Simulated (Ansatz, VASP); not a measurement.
Two plane-wave programs on MnO

```
Mn O
1.0
     0.00000    2.19385    2.19385
     2.19385    0.00000    2.19385
     2.19385    2.19385    0.00000
Mn O
1 1
Direct
  0.00000 0.00000 0.00000
  0.50000 0.50000 0.50000
```

Alike in both runs: task single point; functional LDA; k mesh 10 × 10 × 10; occupations fermi-dirac, width 0.05 eV; collinear spin.

|  | VASP | Ansatz |
| --- | --- | --- |
| version | VASP 6.6.1 | Ansatz 0.2.0 |
| potentials or method | VASP PAW LDA potentials, release 64 (Mn_pv, O) | Ansatz PAW |
| plane-wave cutoff (eV) | 520 | 420 |
| valence electrons in the cell | 19 | 21 |

|  | VASP | Ansatz | Ansatz less VASP |
| --- | --- | --- | --- |
| gap on the k mesh at the Fermi level (eV) | none | none | - |
| pressure (GPa) | -15.4 | -13.8 | +1.53 |
| net moment per atom (μB) | 2.18 | 2.23 | +0.047 |
| size of the moment on the site where the two differ most (μB) | 3.98 | 3.78 | -0.201 |

LDA's correlation is that of Perdew and Zunger in VASP and of Perdew and Wang (1992) in Ansatz. Site moments also hang on the region over which each program counts them. A gap of «none» marks a metal or a gap that the smearing closes. VASP's potentials hold 19 valence electrons a cell and Ansatz's 21, so a difference there can come from the potentials and not from the codes.
